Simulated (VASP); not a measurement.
# SnSe (rocksalt type) (Fm-3m) in VASP: a series of runs

Runs on SnSe (rocksalt type). Level: PBE. Tasks: single point.

Everything below comes from runs of VASP 6.6.1. Logs are shortened: lines on timing, memory, paths and dates and some standing lists are left out, and cuts for length are marked.

## (1) The cell of the first run

Symmetry: Fm-3m, No. 225, cubic system. The conventional cell has a = 6.062 Å, b = 6.062 Å, c = 6.062 Å, α = 90.00°, β = 90.00°, γ = 90.00°. Within 4.0 Å of Sn (site symmetry m-3m) lie 6 Se at 3.03 Å. Within 4.0 Å of Se (site symmetry m-3m) lie 6 Sn at 3.03 Å.

## (2) Single point, PBE

The input, INCAR:

```
SYSTEM = SnSe
PREC = Accurate
ENCUT = 520
EDIFF = 1E-6
ISMEAR = -1
SIGMA = 0.1
LREAL = .False.
LASPH = .True.
NELM = 80
ALGO = Normal
ISIF = 2
LWAVE = .False.
LCHARG = .False.
GGA = PE
NBANDS = 17
```

The input, KPOINTS:

```
regular mesh
0
Gamma
  14 14 14
  0 0 0
```

The input, POSCAR:

```
SnSe
1.0
    0.0000000000      3.0309478794      3.0309478794
    3.0309478794      0.0000000000      3.0309478794
    3.0309478794      3.0309478794      0.0000000000
Sn Se
1 1
Direct
    0.0000000000      0.0000000000      0.0000000000
    0.5000000000      0.5000000000      0.5000000000
```

Potentials or basis: VASP PAW PBE potentials, release 64 (Sn_d, Se).

On the command line:

```sh
$ cat potpaw_PBE.64/Sn_d/POTCAR potpaw_PBE.64/Se/POTCAR > POTCAR
$ mpirun -np 1 vasp_std > vasp.out
```

OUTCAR:

```text
SYSTEM = SnSe
   PREC = Accurate
   ENCUT = 520
   EDIFF = 1E-6
   ISMEAR = -1
   LREAL = .False.
   LASPH = .True.
   NELM = 80
   ISIF = 2
   GGA = PE

 ion  position               nearest neighbor table
   1  0.000  0.000  0.000-   2 3.03   2 3.03   2 3.03   2 3.03   2 3.03   2 3.03
   2  0.500  0.500  0.500-   1 3.03   1 3.03   1 3.03   1 3.03   1 3.03   1 3.03

  LATTYP: Found a face centered cubic cell.
 ALAT       =     6.0618957588

  Lattice vectors:

 A1 = (   0.0000000000,   3.0309478794,   3.0309478794)
 A2 = (   3.0309478794,   0.0000000000,   3.0309478794)
 A3 = (   3.0309478794,   3.0309478794,   0.0000000000)

Analysis of symmetry for initial positions (statically):
=====================================================================
 Subroutine PRICEL returns:
 Original cell was already a primitive cell.

 Routine SETGRP: Setting up the symmetry group for a
 face centered cubic supercell.

 Subroutine GETGRP returns: Found 48 space group operations
 (whereof 48 operations were pure point group operations)
 out of a pool of 48 trial point group operations.

The static configuration has the point symmetry O_h .

Analysis of symmetry for dynamics (positions and initial velocities):
=====================================================================
 Subroutine PRICEL returns:
 Original cell was already a primitive cell.

 Routine SETGRP: Setting up the symmetry group for a
 face centered cubic supercell.

 Subroutine GETGRP returns: Found 48 space group operations
 (whereof 48 operations were pure point group operations)
 out of a pool of 48 trial point group operations.

The dynamic configuration has the point symmetry O_h .

 Subroutine INISYM returns: Found 48 space group operations
 (whereof 48 operations are pure point group operations),
 and found     1 'primitive' translations

----------------------------------------------------------------------------------------

                                     Primitive cell

  volume of cell :      55.6885

  direct lattice vectors                    reciprocal lattice vectors
     0.000000000  3.030947879  3.030947879    -0.164964895  0.164964895  0.164964895
     3.030947879  0.000000000  3.030947879     0.164964895 -0.164964895  0.164964895
     3.030947879  3.030947879  0.000000000     0.164964895  0.164964895 -0.164964895

  length of vectors
     4.286407598  4.286407598  4.286407598     0.285727580  0.285727580  0.285727580

  position of ions in fractional coordinates (direct lattice)
     0.000000000  0.000000000  0.000000000
     0.500000000  0.500000000  0.500000000

  ion indices of the primitive-cell ions
   primitive index   ion index
                 1           1
                 2           2

----------------------------------------------------------------------------------------

 KPOINTS: regular mesh

Automatic generation of k-mesh.
 Grid dimensions read from file:
 generate k-points for:   14   14   14

 Generating k-lattice:

  Cartesian coordinates                     Fractional coordinates (reciprocal lattice)
    -0.011783207  0.011783207  0.011783207     0.071428571  0.000000000  0.000000000
     0.011783207 -0.011783207  0.011783207     0.000000000  0.071428571  0.000000000
     0.011783207  0.011783207 -0.011783207     0.000000000  0.000000000  0.071428571

  Length of vectors
     0.020409113  0.020409113  0.020409113

  Shift w.r.t. Gamma in fractional coordinates (k-lattice)
     0.000000000  0.000000000  0.000000000

 Subroutine IBZKPT returns following result:
 ===========================================

 Found    104 irreducible k-points:

 Following reciprocal coordinates:
            Coordinates               Weight
  0.000000  0.000000  0.000000      1.000000
  0.071429  0.000000  0.000000      8.000000
  0.142857  0.000000  0.000000      8.000000
  0.214286  0.000000  0.000000      8.000000
  0.285714  0.000000  0.000000      8.000000
  0.357143  0.000000  0.000000      8.000000
[... 16 lines left out ...]
  0.214286  0.142857  0.000000     24.000000
  0.285714  0.142857  0.000000     24.000000
 [... further k-points ...]
   k-points           NKPTS =    104   k-points in BZ     NKDIM =    104   number of bands    NBANDS=     17
   number of dos      NEDOS =    301   number of ions     NIONS =      2
   total plane-waves  NPLWV =  32768
   dimension x,y,z NGX =    32 NGY =   32 NGZ =   32
   dimension x,y,z NGXF=    64 NGYF=   64 NGZF=   64
   ions per type =               1   1
   NGX,Y,Z   is equivalent  to a cutoff of  12.41, 12.41, 12.41 a.u.
   NGXF,Y,Z  is equivalent  to a cutoff of  24.82, 24.82, 24.82 a.u.
 SYSTEM =  SnSe
   PREC   = accura    normal or accurate (medium, high low for compatibility)
   ISTART =      0    job   : 0-new  1-cont  2-samecut
   ICHARG =      2    charge: 1-file 2-atom 10-const
   ISPIN  =      1    spin polarized calculation?
   LNONCOLLINEAR =      F non collinear calculations
   LSORBIT =      F    spin-orbit coupling
   LASPH  =      T    aspherical Exc in radial PAW
   ENCUT  =  520.0 eV  38.22 Ry    6.18 a.u.   7.97  7.97  7.97*2*pi/ulx,y,z
   NELM   =     80;   NELMIN=  2; NELMDL= -5     # of ELM steps
   EDIFF  = 0.1E-05   stopping-criterion for ELM
   LREAL  =      F    real-space projection
   EDIFFG = 0.1E-04   stopping-criterion for IOM
   NSW    =      0    number of steps for IOM
   IBRION =     -1    ionic relax: 0-MD 1-quasi-New 2-CG
   NFREE  =      0    steps in history (QN), initial steepest desc. (CG)
   ISIF   =      2    stress and relaxation
   ISYM   =      2    0-nonsym 1-usesym 2-fastsym
   POTIM  = 0.5000    time-step for ionic-motion
   TEBEG  =    0.0;   TEEND  =   0.0 temperature during run
   PSTRESS=    0.0 pullay stress
   NELECT =      20.0000    total number of electrons
   NUPDOWN=      -1.0000    fix difference up-down
   EMIN   =  10.00;   EMAX   =-10.00  energy-range for DOS
   EFERMI =   0.00;   METHOD = LEGACY
   ISMEAR =    -1;   SIGMA  =   0.10  broadening in eV -4-tet -1-fermi 0-gaus
   EFERMI_NEDOS =   21; number of points for ismear=-14 and -15
   IALGO  =     38    algorithm
   IMIX   =      4    mixing-type and parameters
     AMIX     =   0.40;   BMIX     =  1.00
     AMIX_MAG =   1.60;   BMIX_MAG =  1.00
  volume/ion in A,a.u.               =      27.84       187.90
  Fermi-wavevector in a.u.,A,eV,Ry     =   1.163670  2.199017 18.424016  1.354127
  Thomas-Fermi vector in A             =   2.300217
   LORBIT       =      0    0 simple, 1 ext, 2 COOP (PROOUT), +10 PAW based schemes
   GGA     = PE    functional components
   LHFCALC =     F    Hartree Fock is set to
   AEXX    =    0.0000 exact exchange contribution
   IVDW    =     0    specifies the selected vdW correction
   LEPSILON=     F    determine dielectric tensor
   LRPA    =     F    only Hartree local field effects (RPA)
 non-spin polarized calculation
  energy-cutoff  :      520.00
  volume of cell :       55.69
 maximum number of plane-waves:      1524
   NGX = 15   NGY = 15   NGZ = 15

 number of electron      19.9999999 magnetization

 Free energy of the ion-electron system (eV)
  ---------------------------------------------------
  ext. energy  EPLUGINS =         0.00000000
  ---------------------------------------------------
  free energy    TOTEN  =        -8.21580297 eV

  energy without entropy =       -8.21180224  energy(sigma->0) =       -8.21380260

 E-fermi :   5.5399     XC(G=0):  -9.5025

 val. band max:        5.3725600209   @ k =   0.5000   0.0000   0.0000
 cond. band min:       5.6812018808   @ k =  -0.4286   0.0714   0.0000
 fundamental gap:      0.3086418599
 Fermi energy:         5.5398786729

 k-point     1 :       0.0000    0.0000    0.0000
  band No.  band energies     occupation
      1     -16.2511      2.00000
      2     -16.2511      2.00000
      3     -16.2511      2.00000
      4     -16.2480      2.00000
      5     -16.2480      2.00000
      6      -8.3623      2.00000
[... 9 lines left out ...]
     16      11.2524      0.00000
     17      13.4942      0.00000

 k-point     2 :       0.0714    0.0000    0.0000
  band No.  band energies     occupation
      1     -16.2510      2.00000
      2     -16.2508      2.00000
      3     -16.2508      2.00000
      4     -16.2481      2.00000
      5     -16.2481      2.00000
      6      -8.3275      2.00000
[... 9 lines left out ...]
     16      11.3787      0.00000
     17      13.8515      0.00000

 k-point     3 :       0.1429    0.0000    0.0000
  band No.  band energies     occupation
      1     -16.2507      2.00000
      2     -16.2506      2.00000
      3     -16.2506      2.00000
      4     -16.2477      2.00000
      5     -16.2477      2.00000
      6      -8.2264      2.00000
[... 9 lines left out ...]
     16      11.7145      0.00000
     17      14.7446      0.00000

 k-point     4 :       0.2143    0.0000    0.0000
  band No.  band energies     occupation
      1     -16.2516      2.00000
      2     -16.2516      2.00000
      3     -16.2502      2.00000
      4     -16.2457      2.00000
      5     -16.2457      2.00000
      6      -8.0695      2.00000
[... 9 lines left out ...]
     16      12.2325      0.00000
     17      15.9291      0.00000
[... 343 lines left out ...]
      1     -16.2522      2.00000
      2     -16.2514      2.00000
      3     -16.2482      2.00000
      4     -16.2482      2.00000
      5     -16.2467      2.00000
      6      -8.1812      2.00000
[... 9 lines left out ...]
     16      12.5152      0.00000
     17      13.7538      0.00000

 k-point    23 :       0.2143    0.1429    0.0000
  band No.  band energies     occupation
      1     -16.2533      2.00000
      2     -16.2523      2.00000
      3     -16.2480      2.00000
      4     -16.2466      2.00000
      5     -16.2450      2.00000
      6      -8.0651      2.00000
[... 9 lines left out ...]
     16      13.0560      0.00000
     17      14.2695      0.00000

 k-point    24 :       0.2857    0.1429    0.0000
  band No.  band energies     occupation
      1     -16.2552      2.00000
      2     -16.2518      2.00000
      3     -16.2489      2.00000
      4     -16.2449      2.00000
      5     -16.2424      2.00000
      6      -7.9023      2.00000
[... 9 lines left out ...]
     16      13.6859      0.00000
     17      15.3115      0.00000

 [... further k-points ...]
[... 5 lines left out ...]
  --------------------------------------------------------------------------------------
  -------------------------------------------------------------------------------------
  Total       -0.0051488     -0.0051488     -0.0051488      0.0000000      0.0000000      0.0000000
  in kB       -0.1481338     -0.1481338     -0.1481338      0.0000000      0.0000000      0.0000000
  external PRESSURE =      -0.1481338 kB  Pullay stress =       0.0000000 kB

 VOLUME and BASIS-vectors are now :
 -----------------------------------------------------------------------------
  energy-cutoff  :      520.00
  volume of cell :       55.69
      direct lattice vectors                 reciprocal lattice vectors
     0.000000000  3.030947879  3.030947879    -0.164964895  0.164964895  0.164964895
     3.030947879  0.000000000  3.030947879     0.164964895 -0.164964895  0.164964895
     3.030947879  3.030947879  0.000000000     0.164964895  0.164964895 -0.164964895

 POSITION                                       TOTAL-FORCE (eV/Angst)
 -----------------------------------------------------------------------------------
      0.00000      0.00000      0.00000        -0.000000     -0.000000      0.000000
      3.03095      3.03095      3.03095         0.000000      0.000000     -0.000000
 -----------------------------------------------------------------------------------
    total drift:                                0.000000     -0.000000     -0.000000

  FREE ENERGIE OF THE ION-ELECTRON SYSTEM (eV)
  ---------------------------------------------------
  free  energy   TOTEN  =        -8.2158029700 eV

  energy  without entropy=       -8.2118022385  energy(sigma->0) =       -8.21380260
```

Run time: 46 s. Hardware: 1 thread of AMD EPYC 9R45 (Zen 5), shared host; peak memory 0.21 GiB.

Results:

```yaml
Free_energy: -8.2158 eV
Pressure: 0.0 GPa
Band_gap_on_the_k_mesh: 0.31 eV (least direct gap 0.33 eV)
```

Levels at points of the mesh, in eV from the valence-band top:
| k point | band 6 | band 7 | band 8 | band 9 | band 10 | band 11 | band 12 | band 13 | band 14 | band 15 |
| --- | --- | --- | --- | --- | --- | --- | --- | --- | --- | --- |
| (0.00, 0.00, 0.00) | -13.73 | -5.14 | -2.14 | -2.14 | -2.14 | 4.23 | 4.23 | 4.23 | 5.88 | 5.88 |
| (0.50, 0.00, 0.00) | -12.85 | -7.95 | -1.90 | -1.90 | 0.00 | 0.49 | 1.25 | 1.25 | 8.19 | 10.02 |
| (0.50, 0.50, 0.00) | -12.59 | -6.02 | -5.33 | -3.55 | -3.55 | 3.09 | 5.22 | 5.22 | 5.83 | 10.37 |

Caveat: semilocal functionals underestimate gaps, and a narrow one can read as zero; spin-orbit coupling is left out, which moves the levels of the heavy elements. A k mesh can miss the band edges.

## (3) Single point, PBE (27.84 Å³/atom)

The input, INCAR:

```
  PREC = Accurate
  ENCUT = 520
  EDIFF = 1E-6
  ISMEAR = -1
  SIGMA = 0.1
  LREAL = False
  LASPH = True
  NELM = 60
  ALGO = Normal
  ISIF = 2
  LWAVE = False
  LCHARG = True
  GGA = PE
  LELF = True
  LVHAR = True
  NBANDS = 17
```

The input, KPOINTS:

```
regular mesh
0
Gamma
  14 14 14
```

POSCAR is that of step 2.

Potentials or basis: VASP PAW PBE potentials, release 64 (Sn_d, Se).

On the command line:

```sh
$ cat potpaw_PBE.64/Sn_d/POTCAR potpaw_PBE.64/Se/POTCAR > POTCAR
$ mpirun -np 1 vasp_std > vasp.out
```

OUTCAR:

```text
PREC = Accurate
   ENCUT = 520
   EDIFF = 1E-6
   ISMEAR = -1
   LREAL = False
   LASPH = True
   NELM = 60
   ISIF = 2
   GGA = PE

 ion  position               nearest neighbor table
   1  0.000  0.000  0.000-   2 3.03   2 3.03   2 3.03   2 3.03   2 3.03   2 3.03
   2  0.500  0.500  0.500-   1 3.03   1 3.03   1 3.03   1 3.03   1 3.03   1 3.03

  LATTYP: Found a face centered cubic cell.
 ALAT       =     6.0618957588

  Lattice vectors:

 A1 = (   0.0000000000,   3.0309478794,   3.0309478794)
 A2 = (   3.0309478794,   0.0000000000,   3.0309478794)
 A3 = (   3.0309478794,   3.0309478794,   0.0000000000)

Analysis of symmetry for initial positions (statically):
=====================================================================
 Subroutine PRICEL returns:
 Original cell was already a primitive cell.

 Routine SETGRP: Setting up the symmetry group for a
 face centered cubic supercell.

 Subroutine GETGRP returns: Found 48 space group operations
 (whereof 48 operations were pure point group operations)
 out of a pool of 48 trial point group operations.

The static configuration has the point symmetry O_h .
[... 153 lines left out ...]
  ---------------------------------------------------
  ext. energy  EPLUGINS =         0.00000000
  ---------------------------------------------------
  free energy    TOTEN  =        -8.21580297 eV

  energy without entropy =       -8.21180224  energy(sigma->0) =       -8.21380260

 E-fermi :   5.5399     XC(G=0):  -9.5025

 val. band max:        5.3725600209   @ k =   0.5000   0.0000   0.0000
 cond. band min:       5.6812018808   @ k =  -0.4286   0.0714   0.0000
 fundamental gap:      0.3086418599
 Fermi energy:         5.5398786729

 k-point     1 :       0.0000    0.0000    0.0000
  band No.  band energies     occupation
      1     -16.2511      2.00000
      2     -16.2511      2.00000
      3     -16.2511      2.00000
      4     -16.2480      2.00000
      5     -16.2480      2.00000
      6      -8.3623      2.00000
[... 457 lines left out ...]
      4     -16.2449      2.00000
      5     -16.2424      2.00000
      6      -7.9023      2.00000
[... 9 lines left out ...]
     16      13.6859      0.00000
     17      15.3115      0.00000

 [... further k-points ...]
[... 5 lines left out ...]
  --------------------------------------------------------------------------------------
  -------------------------------------------------------------------------------------
  Total       -0.0051488     -0.0051488     -0.0051488      0.0000000      0.0000000      0.0000000
  in kB       -0.1481338     -0.1481338     -0.1481338      0.0000000      0.0000000      0.0000000
  external PRESSURE =      -0.1481338 kB  Pullay stress =       0.0000000 kB

 VOLUME and BASIS-vectors are now :
 -----------------------------------------------------------------------------
  energy-cutoff  :      520.00
  volume of cell :       55.69
      direct lattice vectors                 reciprocal lattice vectors
     0.000000000  3.030947879  3.030947879    -0.164964895  0.164964895  0.164964895
     3.030947879  0.000000000  3.030947879     0.164964895 -0.164964895  0.164964895
     3.030947879  3.030947879  0.000000000     0.164964895  0.164964895 -0.164964895

 POSITION                                       TOTAL-FORCE (eV/Angst)
 -----------------------------------------------------------------------------------
      0.00000      0.00000      0.00000        -0.000000     -0.000000      0.000000
      3.03095      3.03095      3.03095         0.000000      0.000000     -0.000000
 -----------------------------------------------------------------------------------
    total drift:                                0.000000     -0.000000     -0.000000

  FREE ENERGIE OF THE ION-ELECTRON SYSTEM (eV)
  ---------------------------------------------------
  free  energy   TOTEN  =        -8.2158029700 eV

  energy  without entropy=       -8.2118022385  energy(sigma->0) =       -8.21380260
```

OSZICAR:

```text
N       E                     dE             d eps       ncg     rms          rms(c)
DAV:   1     0.133640576708E+03    0.13364E+03   -0.97582E+03  3598   0.142E+03
DAV:   2     0.475757811302E+01   -0.12888E+03   -0.12481E+03  3850   0.350E+02
DAV:   3    -0.806849667350E+01   -0.12826E+02   -0.12691E+02  4297   0.948E+01
DAV:   4    -0.840525540387E+01   -0.33676E+00   -0.33647E+00  4311   0.162E+01
DAV:   5    -0.841468764352E+01   -0.94322E-02   -0.94318E-02  5043   0.268E+00    0.297E+00
DAV:   6    -0.821434825828E+01    0.20034E+00   -0.50158E-01  5060   0.398E+00    0.174E+00
DAV:   7    -0.821353426410E+01    0.81399E-03   -0.85897E-02  4013   0.129E+00    0.900E-01
DAV:   8    -0.821597365802E+01   -0.24394E-02   -0.95590E-03  4356   0.856E-01    0.133E-01
DAV:   9    -0.821570875532E+01    0.26490E-03   -0.15731E-03  4951   0.312E-01    0.569E-02
DAV:  10    -0.821579608381E+01   -0.87328E-04   -0.19968E-04  4103   0.793E-02    0.129E-02
DAV:  11    -0.821580258116E+01   -0.64973E-05   -0.17815E-05  4666   0.371E-02    0.258E-03
DAV:  12    -0.821580297002E+01   -0.38887E-06   -0.14218E-06  4049   0.120E-02
   1 F= -.82158030E+01 E0= -.82138026E+01  d E =-.400073E-02
```

Wall time 48 s (1 thread of AMD EPYC 9R45 (Zen 5), shared host); peak memory 0.21 GiB.

Results:

```
Free energy            : -8.2158 eV
Pressure               : 0.0 GPa
Band gap on the k mesh : 0.31 eV (least direct gap 0.33 eV)
```

Caveat: semilocal functionals underestimate gaps, and a narrow one can read as zero; spin-orbit coupling is left out, which moves the levels of the heavy elements. A k mesh can miss the band edges.
